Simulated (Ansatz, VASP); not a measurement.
# ZnSeS: VASP beside Ansatz

File INCAR:

```
SYSTEM = ZnSeS
PREC = Accurate
ENCUT = 600
EDIFF = 1E-6
ISMEAR = 0
SIGMA = 0.1
LREAL = .FALSE.
LASPH = .TRUE.
NELM = 60
ALGO = Normal
ISIF = 3
LWAVE = .FALSE.
LCHARG = .FALSE.
GGA = PE
IBRION = 2
NSW = 90
EDIFFG = -0.04
```

File KPOINTS:

```
regular mesh
0
G
  6 6 4
  0 0 0
```

The input POSCAR:

```
ZnSeS
1.0
    3.6389929963      0.0000000000      0.0000000000
    0.0000000000      3.6389929963      0.0000000000
    0.0000000000      0.0000000000      5.1561134271
Zn Se S
1 1 1
Direct
    0.0000000000      0.0000000000      0.0000000000
    0.5000000000      0.5000000000      0.0000000000
    0.5000000000      0.5000000000      0.5000000000
```

Input for Ansatz:

```yaml
crystal:
  lattice:
    - [3.6389929963, 0.0, 0.0]
    - [0.0, 3.6389929963, 0.0]
    - [0.0, 0.0, 5.1561134271]
  atoms:
    - { symbol: Zn, position: [0.0, 0.0, 0.0] }
    - { symbol: Se, position: [0.5, 0.5, 0.0] }
    - { symbol: S, position: [0.5, 0.5, 0.5] }
basis:
  ecutwfc: 420
kpoints:
  mp_grid: { grid: [6, 6, 4] }
hamiltonian:
  xc: pbe
scf:
  occupations: { method: gaussian, width: 0.1 }
  lower_state_search: "off"
output:
  forces: true
  stress: true
  eigenvalues: true
relax:
  adjacent_minimum: "off"
  f_tol: 0.04
  max_steps: 70
  cell: { stress_tol: 0.4 }
```

Change from the starting cell: species swapped into the TmCoC type (Pmmm, No. 47).

Alike in both runs: task relaxation of cell and atoms; functional PBE; k mesh 6 × 6 × 4; occupations gaussian, width 0.1 eV; no spin polarisation.

```csv
,VASP,Ansatz
version,VASP 6.6.1,Ansatz 0.2.0
potentials or method,"VASP PAW PBE potentials, release 64 (Zn, Se, S), cutoff 600 eV","scalar-relativistic, plane waves, PAW"
valence electrons in the cell,24,34
```

Ansatz gave:

| Property | Result |
| --- | --- |
| gap on the k mesh at the Fermi level, each at its own relaxed structure (eV) | none |
| relaxed volume (Å³/atom) | 22.59 |
| relaxed cell length with the largest relative difference (Å) | 5.133 |

Question: What did VASP give for the same quantities?

Answer: gap on the k mesh at the Fermi level, each at its own relaxed structure (eV): none; relaxed volume (Å³/atom): 22.60; relaxed cell length with the largest relative difference (Å): 5.129.

A gap of «none» marks a metal or a gap that the smearing closes. VASP's potentials hold 24 valence electrons a cell and Ansatz's 34, so a difference there can come from the potentials and not from the codes.
